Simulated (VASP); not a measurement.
Input of a VASP 6.6.1 run:

File INCAR:

```
ALGO     = Normal         # electronic algorithm
EDIFF    = 1E-6           # SCF threshold, eV
ENCUT    = 600            # plane-wave cutoff, eV
GGA      = PE             # functional
GGA_COMPAT= F            
ISIF     = 2              # what is computed and relaxed
ISMEAR   = 0              # smearing method
ISPIN    = 2              # spin polarisation
LASPH    = T              # aspherical terms in the spheres
LCHARG   = T              # write CHGCAR
LDAU     = T              # DFT+U
LDAUJ    = 0 0 0        
LDAUL    = 2 -1 -1        # shell
LDAUPRINT= 1            
LDAUTYPE = 2            
LDAUU    = 3.3 0 0        # U, eV
LELF     = T              # ELF
LMAXMIX  = 4              # l up to which the mixer works
LORBIT   = 11             # projections on sites
LREAL    = F              # projectors in reciprocal space
LVHAR    = T            
LWAVE    = F              # write WAVECAR
MAGMOM   = 3 0 0 0 0 0 0 0 0 0 0 0 0 0 0 0 # initial moments
NBANDS   = 54             # bands
NELM     = 200            # most SCF steps
PREC     = Accurate       # precision mode
SIGMA    = 0.05           # smearing width, eV
```

KPOINTS

```
k-points
0
Gamma
  1 1 1
```

POSCAR

```
Mg7CoO8
1.0
    0.0000000000      4.2500000000      4.2500000000
    4.2500000000      0.0000000000      4.2500000000
    4.2500000000      4.2500000000      0.0000000000
Co O Mg
1 8 7
Direct
    0.0000000000      0.0000000000      0.0000000000
    0.2500000000      0.2500000000      0.2500000000
    0.2500000000      0.2500000000      0.7500000000
    0.2500000000      0.7500000000      0.2500000000
    0.2500000000      0.7500000000      0.7500000000
    0.7500000000      0.2500000000      0.2500000000
    0.7500000000      0.2500000000      0.7500000000
    0.7500000000      0.7500000000      0.2500000000
    0.7500000000      0.7500000000      0.7500000000
    0.0000000000      0.0000000000      0.5000000000
    0.0000000000      0.5000000000      0.0000000000
    0.0000000000      0.5000000000      0.5000000000
    0.5000000000      0.0000000000      0.0000000000
    0.5000000000      0.0000000000      0.5000000000
    0.5000000000      0.5000000000      0.0000000000
    0.5000000000      0.5000000000      0.5000000000
```

Potentials or basis: VASP PAW PBE potentials, release 64 (Co, O, Mg).

The run is started by

```console
$ cat potpaw_PBE.64/Co/POTCAR potpaw_PBE.64/O/POTCAR potpaw_PBE.64/Mg/POTCAR > POTCAR
$ mpirun -np 1 vasp_gam > vasp.out
```

Q: Estimate the site moments.

A: Co +2.59; O +0.01, +0.06; Mg -0.00, +0.01 μB.

Q: Predict the pressure.

A: 3.0 GPa.

Eigenvalues of the final occupation matrices:
| site | spin | trace | eigenvalues |
| --- | --- | --- | --- |
| site 1 d | 1 | 4.92 | 0.96 0.96 0.96 1.02 1.02 |
| site 1 d | 2 | 2.34 | 0.19 0.19 0.66 0.66 0.66 |

Caveat: the k points lie up to 1.28 Å⁻¹ apart; a cell with one magnetic atom can't hold antiferromagnetic order, which such compounds often take. The state reached can hang on the start; a lower one may exist.
